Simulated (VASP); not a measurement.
# Hg (P6_3/mmc) in VASP: notebook

The runs below take Hg through relaxation of cell and atoms, with PBEsol.

Everything below comes from runs of VASP 6.6.1. Logs are shortened: lines on timing, memory, paths and dates and some standing lists are left out, and cuts for length are marked.

## (1) The cell of the first run

It takes space group P6_3/mmc (No. 194, hexagonal). Conventional cell: a = 2.709 Å, b = 2.709 Å, c = 4.546 Å, α = 90.00°, β = 90.00°, γ = 120.00°. Hg (site symmetry -6m2) has 12 Hg at 2.71 to 2.76 Å within 3.6 Å.

## (2) Relaxation of cell and atoms, PBEsol, target pressure 96 GPa, at which the enthalpy is minimised

INCAR reads:

```
SYSTEM = Hg
PREC = Accurate
ENCUT = 600
EDIFF = 1E-6
ISMEAR = -1
SIGMA = 0.08
LREAL = .FALSE.
LASPH = .TRUE.
NELM = 100
ALGO = Normal
ISIF = 3
LWAVE = .FALSE.
LCHARG = .FALSE.
GGA = PS
IBRION = 2
NSW = 32
EDIFFG = -0.005
PSTRESS = 960.0
```

KPOINTS reads:

```
Automatic mesh
0
G
  16 16 9
  0 0 0
```

POSCAR reads:

```
Hg
1.0
    2.7092794178      0.0000000000      0.0000000000
   -1.3546397089      2.3463048018      0.0000000000
    0.0000000000      0.0000000000      4.5458265319
Hg
2
Direct
    0.3333333333      0.6666666667      0.2500000000
    0.6666666667      0.3333333333      0.7500000000
```

Potentials or basis: VASP PAW PBE potentials, release 64 (Hg).

On the command line:

```sh
cat potpaw_PBE.64/Hg/POTCAR > POTCAR
mpirun -np 1 vasp_std > vasp.out
```

OUTCAR:

```text
SYSTEM = Hg
   PREC = Accurate
   ENCUT = 600
   EDIFF = 1E-6
   ISMEAR = -1
   LREAL = .FALSE.
   LASPH = .TRUE.
   NELM = 100
   ISIF = 3
   GGA = PS
   IBRION = 2
   NSW = 32
   EDIFFG = -0.005
   PSTRESS = 960.0

 ion  position               nearest neighbor table
   1  0.333  0.667  0.250-   2 2.76   2 2.76   2 2.76   2 2.76   2 2.76   2 2.76   2 3.87   2 3.87
                             2 3.87   2 3.87   2 3.87   2 3.87
   2  0.667  0.333  0.750-   1 2.76   1 2.76   1 2.76   1 2.76   1 2.76   1 2.76   1 3.87   1 3.87
                             1 3.87   1 3.87   1 3.87   1 3.87

  LATTYP: Found a hexagonal cell.
 ALAT       =     2.7092794178
 C/A-ratio  =     1.6778729067

  Lattice vectors:

 A1 = (   2.7092794178,   0.0000000000,   0.0000000000)
 A2 = (  -1.3546397089,   2.3463048018,   0.0000000000)
 A3 = (   0.0000000000,   0.0000000000,   4.5458265319)

Analysis of symmetry for initial positions (statically):
=====================================================================
 Subroutine PRICEL returns:
 Original cell was already a primitive cell.

 Routine SETGRP: Setting up the symmetry group for a
 hexagonal supercell.

 Subroutine GETGRP returns: Found 24 space group operations
 (whereof 12 operations were pure point group operations)
 out of a pool of 24 trial point group operations.

The static configuration has the point symmetry D_3d.
 The point group associated with its full space group is D_6h.

Analysis of symmetry for dynamics (positions and initial velocities):
=====================================================================
 Subroutine PRICEL returns:
 Original cell was already a primitive cell.

 Routine SETGRP: Setting up the symmetry group for a
 hexagonal supercell.

 Subroutine GETGRP returns: Found 24 space group operations
 (whereof 12 operations were pure point group operations)
 out of a pool of 24 trial point group operations.

The dynamic configuration has the point symmetry D_3d.
 The point group associated with its full space group is D_6h.

 Subroutine INISYM returns: Found 24 space group operations
 (whereof 12 operations are pure point group operations),
 and found     1 'primitive' translations

----------------------------------------------------------------------------------------

                                     Primitive cell

  volume of cell :      28.8969

  direct lattice vectors                    reciprocal lattice vectors
[... 97 lines left out ...]
   PSTRESS=  960.0 pullay stress
   NELECT =      24.0000    total number of electrons
   NUPDOWN=      -1.0000    fix difference up-down
   EMIN   =  10.00;   EMAX   =-10.00  energy-range for DOS
   EFERMI =   0.00;   METHOD = LEGACY
   ISMEAR =    -1;   SIGMA  =   0.08  broadening in eV -4-tet -1-fermi 0-gaus
   EFERMI_NEDOS =   21; number of points for ismear=-14 and -15
   IALGO  =     38    algorithm
   IMIX   =      4    mixing-type and parameters
     AMIX     =   0.40;   BMIX     =  1.00
     AMIX_MAG =   1.60;   BMIX_MAG =  1.00
  volume/ion in A,a.u.               =      14.45        97.50
  Fermi-wavevector in a.u.,A,eV,Ry     =   1.538845  2.907995 32.219194  2.368044
  Thomas-Fermi vector in A             =   2.645156
   LORBIT       =      0    0 simple, 1 ext, 2 COOP (PROOUT), +10 PAW based schemes
   GGA     = PS    functional components
   LHFCALC =     F    Hartree Fock is set to
   AEXX    =    0.0000 exact exchange contribution
   IVDW    =     0    specifies the selected vdW correction
   LEPSILON=     F    determine dielectric tensor
   LRPA    =     F    only Hartree local field effects (RPA)
 conjugate gradient relaxation of ions
 non-spin polarized calculation
  energy-cutoff  :      600.00
  volume of cell :       28.90
 maximum number of plane-waves:       990
 NGX is ok and might be reduce to    24
   NGX = 11   NGY = 11   NGZ = 19

--------------------------------------- Ionic step        1  -------------------------------------------

 number of electron      24.0000002 magnetization

 Free energy of the ion-electron system (eV)
  ---------------------------------------------------
  ext. energy  EPLUGINS =         0.00000000
  ---------------------------------------------------
  free energy    TOTEN  =         2.06721626 eV

  energy without entropy =        2.07440964  energy(sigma->0) =        2.07081295

------------------------ aborting loop because EDIFF is reached ----------------------------------------

  FORCE on cell =-STRESS in cart. coord.  units (eV):
  Direction    XX          YY          ZZ          XY          YZ          ZX
  --------------------------------------------------------------------------------------
  -------------------------------------------------------------------------------------
  Total       18.2417275     18.2417276     18.1990062      0.0000000     -0.0000000      0.0000000
  in kB     1011.4058498   1011.4058499   1009.0371820      0.0000000     -0.0000000      0.0000000
  external PRESSURE =      50.6162939 kB  Pullay stress =     960.0000000 kB
[... 291 lines left out ...]
--------------------------------------- Ionic step        9  -------------------------------------------

 number of electron      24.0000002 magnetization

 Free energy of the ion-electron system (eV)
  ---------------------------------------------------
  ext. energy  EPLUGINS =         0.00000000
  ---------------------------------------------------
  free energy    TOTEN  =         1.89431695 eV

  energy without entropy =        1.90178624  energy(sigma->0) =        1.89805160

 E-fermi :   8.7906     XC(G=0): -13.8485

 val. band max:        8.7527536905   @ k =   0.3125   0.3125   0.3333
 cond. band min:       8.8023557340   @ k =   0.3125   0.2500   0.2222
 fundamental gap:      0.0496020435
 Fermi energy:         8.7905727727

 k-point     1 :       0.0000    0.0000    0.0000
  band No.  band energies     occupation
      1      -6.4368      2.00000
      2      -4.3116      2.00000
      3      -1.7888      2.00000
      4      -1.4847      2.00000
      5      -1.4847      2.00000
      6      -1.1445      2.00000
[... 433 lines left out ...]
      3      -2.8756      2.00000
      4      -2.1277      2.00000
      5      -1.6754      2.00000
      6      -1.1502      2.00000
[... 8 lines left out ...]
     15      13.4884      0.00000
     16      19.6156      0.00000

 [... further k-points ...]

------------------------ aborting loop because EDIFF is reached ----------------------------------------

  FORCE on cell =-STRESS in cart. coord.  units (eV):
  Direction    XX          YY          ZZ          XY          YZ          ZX
  --------------------------------------------------------------------------------------
  -------------------------------------------------------------------------------------
  Total       17.4819711     17.4819711     17.4804168      0.0000000      0.0000000      0.0000000
  in kB      959.9382303    959.9382304    959.8528823      0.0000000      0.0000000      0.0000000
  external PRESSURE =      -0.0902190 kB  Pullay stress =     960.0000000 kB
[... 21 lines left out ...]
  energy  without entropy=        1.9017862372  energy(sigma->0) =        1.89805160

  enthalpy is  TOTEN    =        19.3774129868 eV   P V=       17.4830960321

 reached required accuracy - stopping structural energy minimisation
```

OSZICAR:

```text
N       E                     dE             d eps       ncg     rms          rms(c)
DAV:   1     0.208584950854E+03    0.20858E+03   -0.15010E+04  4808   0.178E+03
DAV:   2     0.505570077622E+01   -0.20353E+03   -0.19920E+03  4856   0.421E+02
DAV:   3     0.185795113222E+01   -0.31977E+01   -0.31895E+01  6248   0.607E+01
DAV:   4     0.185452849361E+01   -0.34226E-02   -0.34225E-02  5504   0.173E+00
[... 57 lines left out ...]
   8 F= 0.19377415E+02 E0= 0.19381154E+02  d E =0.138537E-05
       N       E                     dE             d eps       ncg     rms          rms(c)
DAV:   1     0.189430987095E+01    0.30362E-02   -0.15426E-04  4928   0.164E-01    0.182E-02
DAV:   2     0.189431632465E+01    0.64537E-05   -0.12627E-05  5000   0.515E-02    0.102E-02
DAV:   3     0.189431695468E+01    0.63003E-06   -0.16982E-06  2480   0.171E-02
   9 F= 0.19377413E+02 E0= 0.19381148E+02  d E =-.507424E-06
```

Run time: 3 min. Hardware: 1 thread of Intel Xeon Platinum 8259CL at 2.50GHz (Skylake/Cascade Lake), shared host; peak memory 0.21 GiB.

Results:

```yaml
Free_energy: 1.8943 eV
Relaxed_volume: 14.59 Å³/atom
Relaxed_cell: a = 2.718 Å, b = 2.718 Å, c = 4.562 Å, α = 90.00°, β = 90.00°, γ = 120.00°
Space_group_after_relaxing_to_0.05_Å: P6_3/mmc (No. 194)
Energy_change_on_relaxing_the_enthalpy_is_what_falls: -86.4 meV/atom
Ionic_steps: 9
Pressure_after_relaxing: 96.0 GPa
Band_gap_on_the_k_mesh: zero (band 12 reaches 9.53 eV, above the bottom of band 13 at 7.40 eV)
```

The path:
```csv
step,energy change (eV),largest force (eV/Å),pressure (GPa),volume (Å³)
1,0.0000,0.0000,101.06,28.90
2,-1.0339,0.0000,70.52,30.85
3,-0.1767,0.0000,95.85,29.18
4,-0.1717,0.0000,95.99,29.18
5,-0.1684,0.0000,96.11,29.17
6,-0.1691,0.0000,96.10,29.17
7,-0.1699,0.0000,96.09,29.17
8,-0.1759,0.0000,95.91,29.18
9,-0.1729,0.0000,95.99,29.18
```

Final structure:
```
Hg
1.0
     2.71750    0.00000    0.00000
    -1.35875    2.35343    0.00000
     0.00000    0.00000    4.56234
Hg
2
Direct
  0.33333 0.66667 0.25000
  0.66667 0.33333 0.75000
```

Levels at points of the mesh, in eV from the Fermi level:
```
           k point  band 9  band 10  band 11  band 12  band 13  band 14  band 15  band 16
(0.00, 0.00, 0.00)   -9.16    -7.63    -7.63    -5.52    -1.39    12.77    14.17    15.40
(0.50, 0.00, 0.00)   -7.28    -7.07    -4.18    -2.74     2.36     3.87     4.32     7.63
```

Caveat: the cell is relaxed towards a set pressure, so the enthalpy falls and the energy may rise; the PAW data sets were made with another functional, which shifts forces and pressure a little; spin-orbit coupling is left out, which moves the levels of the heavy elements.

## (3) Relaxation of cell and atoms, PBEsol, target pressure 96 GPa, at which the enthalpy is minimised

This run uses another cell than the first one, of 14.57 Å³/atom, 1.009 times its volume.

INCAR reads:

```
PREC     = Accurate       # precision mode
ENCUT    = 600            # plane-wave cutoff, eV
EDIFF    = 1E-6           # SCF threshold, eV
ISMEAR   = -1             # smearing method
SIGMA    = 0.08           # smearing width, eV
LREAL    = F              # projectors in reciprocal space
LASPH    = T              # aspherical terms in the spheres
NELM     = 60             # most SCF steps
ALGO     = Normal         # electronic algorithm
ISIF     = 3              # what is computed and relaxed
LWAVE    = F              # write WAVECAR
LCHARG   = F              # write CHGCAR
GGA      = PS             # functional
IBRION   = 2              # ionic algorithm
NSW      = 60             # ionic steps
EDIFFG   = -0.005         # ionic threshold
PSTRESS  = 960.0
```

KPOINTS reads:

```
Automatic mesh
0
Gamma
  16 16 9
```

POSCAR reads:

```
Hg
1.0
    2.7490896125      0.0000000000      0.0000000000
   -1.3745448063      2.3807814417      0.0000000000
    0.0000000000      0.0000000000      4.4535251723
Hg
2
Direct
    0.3333333333      0.6666666667      0.2500000000
    0.6666666667      0.3333333333      0.7500000000
```

Potentials or basis: VASP PAW PBE potentials, release 64 (Hg).

On the command line:

```sh
cat potpaw_PBE.64/Hg/POTCAR > POTCAR
mpirun -np 1 vasp_std > vasp.out
```

Run time: 3 min. Hardware: 1 thread of Intel Xeon Platinum 8259CL at 2.50GHz (Skylake/Cascade Lake), shared host; peak memory 0.22 GiB.

The run converged. Its results:

- Free energy: 1.8957 eV
- Relaxed volume: 14.59 Å³/atom
- Relaxed cell: a = 2.718 Å, b = 2.718 Å, c = 4.561 Å, α = 90.00°, β = 90.00°, γ = 120.00°
- Space group after relaxing (to 0.05 Å): P6_3/mmc (No. 194)
- Energy change on relaxing (the enthalpy is what falls): -12.2 meV/atom
- Ionic steps: 8
- Pressure after relaxing: 96.0 GPa
- Band gap on the k mesh: zero (band 12 reaches 9.53 eV, above the bottom of band 13 at 7.40 eV)

Step by step:
| step | energy change (eV) | largest force (eV/Å) | pressure (GPa) | volume (Å³) |
| --- | --- | --- | --- | --- |
| 1 | 0.0000 | 0.0000 | 96.17 | 29.15 |
| 2 | -0.0420 | 0.0000 | 95.12 | 29.21 |
| 3 | -0.1013 | 0.0000 | 93.76 | 29.31 |
| 4 | -0.0294 | 0.0000 | 96.01 | 29.18 |
| 5 | -0.0492 | 0.0000 | 95.37 | 29.22 |
| 6 | -0.0382 | 0.0000 | 95.67 | 29.20 |
| 7 | -0.0204 | 0.0000 | 96.14 | 29.17 |
| 8 | -0.0243 | 0.0000 | 96.04 | 29.18 |

Final structure:
```yaml
crystal:
  lattice:
    - [2.71775, 0.00000, 0.00000]
    - [-1.35887, 2.35364, 0.00000]
    - [0.00000, 0.00000, 4.56114]
  atoms:
    - { symbol: Hg, position: [0.33333, 0.66667, 0.25000] }
    - { symbol: Hg, position: [0.66667, 0.33333, 0.75000] }
```

Levels at points of the mesh, in eV from the Fermi level:
```csv
k point,band 10,band 11,band 12,band 13,band 14,band 15
"(0.00, 0.00, 0.00)",-7.63,-7.63,-5.52,-1.39,12.76,14.18
"(0.50, 0.00, 0.00)",-7.07,-4.18,-2.74,2.36,3.87,4.33
```

Caveat: the cell is relaxed towards a set pressure, so the enthalpy falls and the energy may rise; the PAW data sets were made with another functional, which shifts forces and pressure a little; spin-orbit coupling is left out, which moves the levels of the heavy elements.
